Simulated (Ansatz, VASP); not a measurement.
This is a calculation of Hf for Ansatz 0.2.0.

input

```
crystal:
  lattice:
    - [-1.805, 1.805, 1.805]
    - [1.805, -1.805, 1.805]
    - [1.805, 1.805, -1.805]
  atoms:
    - { symbol: Hf, position: [0.0, 0.0, 0.0] }
hamiltonian:
  xc: { exchange: pbesol, correlation: pbesol, exx: { coeff: 0.25 } }
  pseudopotentials: { kind: paw }
kpoints:
  mp_grid: { grid: [5, 5, 5] }
scf:
  occupations: { method: fermi_dirac, width: 0.05 }
output:
  forces: true
  stress: true
  eigenvalues: true
relax:
  f_tol: 0.01
  max_steps: 40
  cell: { stress_tol: 0.05 }
```

Task: Set up the same calculation for VASP 6.6.1. Potentials there: VASP PAW PBE potentials, release 64 (Hf_pv).

Result: As run (the cutoff follows the program's own potentials):

Contents of POSCAR:

```
Hf
1.0
   -1.8050000000      1.8050000000      1.8050000000
    1.8050000000     -1.8050000000      1.8050000000
    1.8050000000      1.8050000000     -1.8050000000
Hf
1
Direct
    0.0000000000      0.0000000000      0.0000000000
```

File INCAR.step1:

```
SYSTEM = Hf
ALGO     = Normal         ! electronic algorithm
EDIFF    = 1E-5           ! SCF threshold, eV
ENCUT    = 600            ! plane-wave cutoff, eV
GGA      = PE             ! functional
ISMEAR   = -1             ! smearing method
LASPH    = .TRUE.         ! aspherical terms in the spheres
LCHARG   = .FALSE.        ! write CHGCAR
LREAL    = .FALSE.        ! projectors in reciprocal space
LWAVE    = .TRUE.         ! write WAVECAR
NBANDS   = 11             ! bands
NELM     = 80             ! most SCF steps
PREC     = Accurate       ! precision mode
SIGMA    = 0.05           ! smearing width, eV
```

The input INCAR.step2:

```
SYSTEM = Hf
AEXX     = 0.25           ! exact-exchange fraction
ALGO     = Normal         ! electronic algorithm
EDIFF    = 1E-6           ! SCF threshold, eV
EDIFFG   = -0.01          ! ionic threshold
ENCUT    = 600            ! plane-wave cutoff, eV
GGA      = PS             ! functional
IBRION   = 2              ! ionic algorithm
ISIF     = 3              ! what is computed and relaxed
ISMEAR   = -1             ! smearing method
ISTART   = 1            
LASPH    = .TRUE.         ! aspherical terms in the spheres
LCHARG   = .FALSE.        ! write CHGCAR
LHFCALC  = .TRUE.         ! exact exchange
LREAL    = .FALSE.        ! projectors in reciprocal space
LWAVE    = .FALSE.        ! write WAVECAR
NELM     = 80             ! most SCF steps
NSW      = 60             ! ionic steps
PREC     = Accurate       ! precision mode
PRECFOCK = Normal       
SIGMA    = 0.05           ! smearing width, eV
```

The input KPOINTS:

```
k-points
0
G
  5 5 5
  0 0 0
```

Potentials or basis: VASP PAW PBE potentials, release 64 (Hf_pv).

The run is started by

```bash
$ cat potpaw_PBE.64/Hf_pv/POTCAR > POTCAR
$ cp INCAR.step1 INCAR
$ mpirun -np 1 vasp_std > vasp.out
$ cp INCAR.step2 INCAR
$ mpirun -np 1 vasp_std > vasp.out
```

Both were run:

|  | VASP | Ansatz | Ansatz less VASP |
| --- | --- | --- | --- |
| gap on the k mesh at the Fermi level, each at its own relaxed structure (eV) | none | none | - |
| relaxed volume (Å³/atom) | 20.52 | 21.53 | +1.006 |
| relaxed cell length with the largest relative difference (Å) | 2.987 | 3.035 | +0.0480 |

VASP's potentials were made for PBE, not for PBEsol-based global hybrid. A gap of «none» marks a metal or a gap that the smearing closes. VASP's potentials hold 10 valence electrons a cell and Ansatz's 26, so a difference there can come from the potentials and not from the codes.

The k mesh is coarse, so the values compare programs but aren't converged. Neither program's run includes spin-orbit coupling. Noted on Ansatz's run: the plane-wave basis is chosen anew once the cell has moved, so the energies of steps on either side of that aren't comparable.
